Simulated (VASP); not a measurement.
# NbSi (Fm-3m) in VASP: notebook

The runs below take NbSi through single point, with PBE.

Everything below comes from runs of VASP 6.6.1. Logs are shortened: lines on timing, memory, paths and dates and some standing lists are left out, and cuts for length are marked.

## (1) The cell of the first run

It takes space group Fm-3m (No. 225, cubic). The conventional cell has a = 5.148 Å, b = 5.148 Å, c = 5.148 Å, α = 90.00°, β = 90.00°, γ = 90.00°. Within 3.4 Å of Nb (site symmetry m-3m) lie 6 Si at 2.57 Å. Si (site symmetry m-3m) has 6 Nb at 2.57 Å within 3.4 Å.

## (2) Single point, PBE

Contents of INCAR:

```
SYSTEM = NbSi
PREC = Accurate ; ENCUT = 520
EDIFF = 1E-7 ; ISMEAR = -1
SIGMA = 0.05 ; LREAL = .False.
LASPH = .True. ; NELM = 80
ALGO = Normal ; ISIF = 2
LWAVE = .False. ; LCHARG = .False.
GGA = PE ; NBANDS = 16
```

Contents of KPOINTS:

```
regular mesh
0
Gamma
  9 9 9
  0 0 0
```

Contents of POSCAR:

```
NbSi
1.0
    0.0000000000      2.5738300000      2.5738300000
    2.5738300000      0.0000000000      2.5738300000
    2.5738300000      2.5738300000      0.0000000000
Nb Si
1 1
Direct
    0.0000000000      0.0000000000      0.0000000000
    0.5000000000      0.5000000000      0.5000000000
```

Potentials or basis: VASP PAW PBE potentials, release 64 (Nb_sv, Si).

Command:

```console
> cat potpaw_PBE.64/Nb_sv/POTCAR potpaw_PBE.64/Si/POTCAR > POTCAR
> mpirun -np 1 vasp_std > vasp.out
```

OUTCAR:

```text
SYSTEM = NbSi
   PREC = Accurate
   ENCUT = 520
   EDIFF = 1E-7
   ISMEAR = -1
   LREAL = .False.
   LASPH = .True.
   NELM = 80
   ISIF = 2
   GGA = PE

 ion  position               nearest neighbor table
   1  0.000  0.000  0.000-   2 2.57   2 2.57   2 2.57   2 2.57   2 2.57   2 2.57
   2  0.500  0.500  0.500-   1 2.57   1 2.57   1 2.57   1 2.57   1 2.57   1 2.57

  LATTYP: Found a face centered cubic cell.
 ALAT       =     5.1476600000

  Lattice vectors:

 A1 = (   0.0000000000,   2.5738300000,   2.5738300000)
 A2 = (   2.5738300000,   0.0000000000,   2.5738300000)
 A3 = (   2.5738300000,   2.5738300000,   0.0000000000)

Analysis of symmetry for initial positions (statically):
=====================================================================
 Subroutine PRICEL returns:
 Original cell was already a primitive cell.

 Routine SETGRP: Setting up the symmetry group for a
 face centered cubic supercell.

 Subroutine GETGRP returns: Found 48 space group operations
 (whereof 48 operations were pure point group operations)
 out of a pool of 48 trial point group operations.

The static configuration has the point symmetry O_h .

Analysis of symmetry for dynamics (positions and initial velocities):
=====================================================================
 Subroutine PRICEL returns:
 Original cell was already a primitive cell.

 Routine SETGRP: Setting up the symmetry group for a
 face centered cubic supercell.

 Subroutine GETGRP returns: Found 48 space group operations
 (whereof 48 operations were pure point group operations)
 out of a pool of 48 trial point group operations.

The dynamic configuration has the point symmetry O_h .

 Subroutine INISYM returns: Found 48 space group operations
 (whereof 48 operations are pure point group operations),
 and found     1 'primitive' translations

----------------------------------------------------------------------------------------

                                     Primitive cell

  volume of cell :      34.1012

  direct lattice vectors                    reciprocal lattice vectors
     0.000000000  2.573830000  2.573830000    -0.194263024  0.194263024  0.194263024
     2.573830000  0.000000000  2.573830000     0.194263024 -0.194263024  0.194263024
     2.573830000  2.573830000  0.000000000     0.194263024  0.194263024 -0.194263024

  length of vectors
     3.639945293  3.639945293  3.639945293     0.336473428  0.336473428  0.336473428

  position of ions in fractional coordinates (direct lattice)
     0.000000000  0.000000000  0.000000000
     0.500000000  0.500000000  0.500000000

  ion indices of the primitive-cell ions
   primitive index   ion index
                 1           1
                 2           2

----------------------------------------------------------------------------------------

 KPOINTS: regular mesh

Automatic generation of k-mesh.
 Grid dimensions read from file:
 generate k-points for:    9    9    9

 Generating k-lattice:

  Cartesian coordinates                     Fractional coordinates (reciprocal lattice)
    -0.021584780  0.021584780  0.021584780     0.111111111  0.000000000  0.000000000
     0.021584780 -0.021584780  0.021584780     0.000000000  0.111111111  0.000000000
     0.021584780  0.021584780 -0.021584780     0.000000000  0.000000000  0.111111111

  Length of vectors
     0.037385936  0.037385936  0.037385936

  Shift w.r.t. Gamma in fractional coordinates (k-lattice)
     0.000000000  0.000000000  0.000000000

 Subroutine IBZKPT returns following result:
 ===========================================

 Found     35 irreducible k-points:

 Following reciprocal coordinates:
            Coordinates               Weight
  0.000000  0.000000  0.000000      1.000000
  0.111111  0.000000  0.000000      8.000000
  0.222222  0.000000  0.000000      8.000000
  0.333333  0.000000  0.000000      8.000000
  0.444444  0.000000  0.000000      8.000000
  0.111111  0.111111  0.000000      6.000000
[... 16 lines left out ...]
 -0.333333  0.333333  0.000000     12.000000
  0.444444  0.444444  0.000000      6.000000
 [... further k-points ...]
   k-points           NKPTS =     35   k-points in BZ     NKDIM =     35   number of bands    NBANDS=     16
   number of dos      NEDOS =    301   number of ions     NIONS =      2
   total plane-waves  NPLWV =  21952
   dimension x,y,z NGX =    28 NGY =   28 NGZ =   28
   dimension x,y,z NGXF=    56 NGYF=   56 NGZF=   56
   ions per type =               1   1
   NGX,Y,Z   is equivalent  to a cutoff of  12.79, 12.79, 12.79 a.u.
   NGXF,Y,Z  is equivalent  to a cutoff of  25.58, 25.58, 25.58 a.u.
 SYSTEM =  NbSi
   PREC   = accura    normal or accurate (medium, high low for compatibility)
   ISTART =      0    job   : 0-new  1-cont  2-samecut
   ICHARG =      2    charge: 1-file 2-atom 10-const
   ISPIN  =      1    spin polarized calculation?
   LNONCOLLINEAR =      F non collinear calculations
   LSORBIT =      F    spin-orbit coupling
   LASPH  =      T    aspherical Exc in radial PAW
   ENCUT  =  520.0 eV  38.22 Ry    6.18 a.u.   6.77  6.77  6.77*2*pi/ulx,y,z
   NELM   =     80;   NELMIN=  2; NELMDL= -5     # of ELM steps
   EDIFF  = 0.1E-06   stopping-criterion for ELM
   LREAL  =      F    real-space projection
   EDIFFG = 0.1E-05   stopping-criterion for IOM
   NSW    =      0    number of steps for IOM
   IBRION =     -1    ionic relax: 0-MD 1-quasi-New 2-CG
   NFREE  =      0    steps in history (QN), initial steepest desc. (CG)
   ISIF   =      2    stress and relaxation
   ISYM   =      2    0-nonsym 1-usesym 2-fastsym
   POTIM  = 0.5000    time-step for ionic-motion
   TEBEG  =    0.0;   TEEND  =   0.0 temperature during run
   PSTRESS=    0.0 pullay stress
   NELECT =      17.0000    total number of electrons
   NUPDOWN=      -1.0000    fix difference up-down
   EMIN   =  10.00;   EMAX   =-10.00  energy-range for DOS
   EFERMI =   0.00;   METHOD = LEGACY
   ISMEAR =    -1;   SIGMA  =   0.05  broadening in eV -4-tet -1-fermi 0-gaus
   EFERMI_NEDOS =   21; number of points for ismear=-14 and -15
   IALGO  =     38    algorithm
   IMIX   =      4    mixing-type and parameters
     AMIX     =   0.40;   BMIX     =  1.00
     AMIX_MAG =   1.60;   BMIX_MAG =  1.00
  volume/ion in A,a.u.               =      17.05       115.06
  Fermi-wavevector in a.u.,A,eV,Ry     =   1.298079  2.453015 22.925957  1.685010
  Thomas-Fermi vector in A             =   2.429431
   LORBIT       =      0    0 simple, 1 ext, 2 COOP (PROOUT), +10 PAW based schemes
   GGA     = PE    functional components
   LHFCALC =     F    Hartree Fock is set to
   AEXX    =    0.0000 exact exchange contribution
   IVDW    =     0    specifies the selected vdW correction
   LEPSILON=     F    determine dielectric tensor
   LRPA    =     F    only Hartree local field effects (RPA)
 non-spin polarized calculation
  energy-cutoff  :      520.00
  volume of cell :       34.10
 maximum number of plane-waves:       941
   NGX = 13   NGY = 13   NGZ = 13

 number of electron      17.0000002 magnetization

 Free energy of the ion-electron system (eV)
  ---------------------------------------------------
  ext. energy  EPLUGINS =         0.00000000
  ---------------------------------------------------
  free energy    TOTEN  =       -16.10783129 eV

  energy without entropy =      -16.09762708  energy(sigma->0) =      -16.10272918

 E-fermi :  10.2350     XC(G=0): -11.5921

 val. band max:       10.1533531454   @ k =  -0.4444   0.3333   0.0000
 cond. band min:      10.2404820935   @ k =   0.4444   0.2222   0.1111
 fundamental gap:      0.0871289481
 Fermi energy:        10.2349996999

 k-point     1 :       0.0000    0.0000    0.0000
  band No.  band energies     occupation
      1     -45.0338      2.00000
      2     -21.0507      2.00000
      3     -21.0507      2.00000
      4     -21.0507      2.00000
      5      -0.4123      2.00000
      6       9.0110      2.00000
[... 8 lines left out ...]
     15      19.6925      0.00000
     16      23.5429      0.00000

 k-point     2 :       0.1111    0.0000    0.0000
  band No.  band energies     occupation
      1     -45.0318      2.00000
      2     -21.0757      2.00000
      3     -21.0538      2.00000
      4     -21.0538      2.00000
      5      -0.1765      2.00000
      6       8.5798      2.00000
[... 8 lines left out ...]
     15      20.3019      0.00000
     16      22.7056      0.00000

 k-point     3 :       0.2222    0.0000    0.0000
  band No.  band energies     occupation
      1     -45.0268      2.00000
      2     -21.1384      2.00000
      3     -21.0617      2.00000
      4     -21.0617      2.00000
      5       0.5006      2.00000
      6       7.4752      2.00000
[... 8 lines left out ...]
     15      21.2188      0.00000
     16      21.2755      0.00000

 k-point     4 :       0.3333    0.0000    0.0000
  band No.  band energies     occupation
      1     -45.0211      2.00000
      2     -21.2088      2.00000
      3     -21.0707      2.00000
      4     -21.0707      2.00000
      5       1.5288      2.00000
      6       6.0644      2.00000
[... 8 lines left out ...]
     15      19.4366      0.00000
     16      19.4366      0.00000
[... 324 lines left out ...]
 k-point    22 :      -0.4444    0.3333    0.0000
  band No.  band energies     occupation
      1     -45.0124      2.00000
      2     -21.2137      2.00000
      3     -21.1543      2.00000
      4     -21.1104      2.00000
      5       2.2713      2.00000
      6       6.2466      2.00000
[... 8 lines left out ...]
     15      20.4526      0.00000
     16      21.3841      0.00000

 k-point    23 :      -0.3333    0.3333    0.0000
  band No.  band energies     occupation
      1     -45.0129      2.00000
      2     -21.1906      2.00000
      3     -21.1831      2.00000
      4     -21.0987      2.00000
      5       2.5846      2.00000
      6       5.7288      2.00000
[... 8 lines left out ...]
     15      20.0466      0.00000
     16      21.5047      0.00000

 k-point    24 :       0.4444    0.4444    0.0000
  band No.  band energies     occupation
      1     -45.0123      2.00000
      2     -21.2309      2.00000
      3     -21.1229      2.00000
      4     -21.1229      2.00000
      5       1.8268      2.00000
      6       6.6219      2.00000
[... 8 lines left out ...]
     15      21.4851      0.00000
     16      23.8417      0.00000

 [... further k-points ...]
[... 5 lines left out ...]
  --------------------------------------------------------------------------------------
  -------------------------------------------------------------------------------------
  Total       -0.0425103     -0.0425103     -0.0425103     -0.0000000      0.0000000      0.0000000
  in kB       -1.9972607     -1.9972607     -1.9972607     -0.0000000      0.0000000      0.0000000
  external PRESSURE =      -1.9972607 kB  Pullay stress =       0.0000000 kB

 VOLUME and BASIS-vectors are now :
 -----------------------------------------------------------------------------
  energy-cutoff  :      520.00
  volume of cell :       34.10
      direct lattice vectors                 reciprocal lattice vectors
     0.000000000  2.573830000  2.573830000    -0.194263024  0.194263024  0.194263024
     2.573830000  0.000000000  2.573830000     0.194263024 -0.194263024  0.194263024
     2.573830000  2.573830000  0.000000000     0.194263024  0.194263024 -0.194263024

 POSITION                                       TOTAL-FORCE (eV/Angst)
 -----------------------------------------------------------------------------------
      0.00000      0.00000      0.00000         0.000000      0.000000     -0.000000
      2.57383      2.57383      2.57383         0.000000      0.000000      0.000000
 -----------------------------------------------------------------------------------
    total drift:                               -0.000000      0.000000      0.000000

  FREE ENERGIE OF THE ION-ELECTRON SYSTEM (eV)
  ---------------------------------------------------
  free  energy   TOTEN  =       -16.1078312861 eV

  energy  without entropy=      -16.0976270819  energy(sigma->0) =      -16.10272918
```

Wall time 9.2 s (1 thread of Intel Xeon 6975P-C (Granite Rapids), shared host); peak memory 0.16 GiB.

Results:

```
Free energy : -16.1078 eV
Pressure    : -0.2 GPa
```

Levels at points of the mesh, in eV from the Fermi level:
```tsv
k point	band 6	band 7	band 8	band 9	band 10	band 11	band 12	band 13
(0.00, 0.00, 0.00)	-1.22	-1.22	-1.22	-0.69	-0.69	2.44	2.44	2.44
```

(Continued in part 2 of 2.)
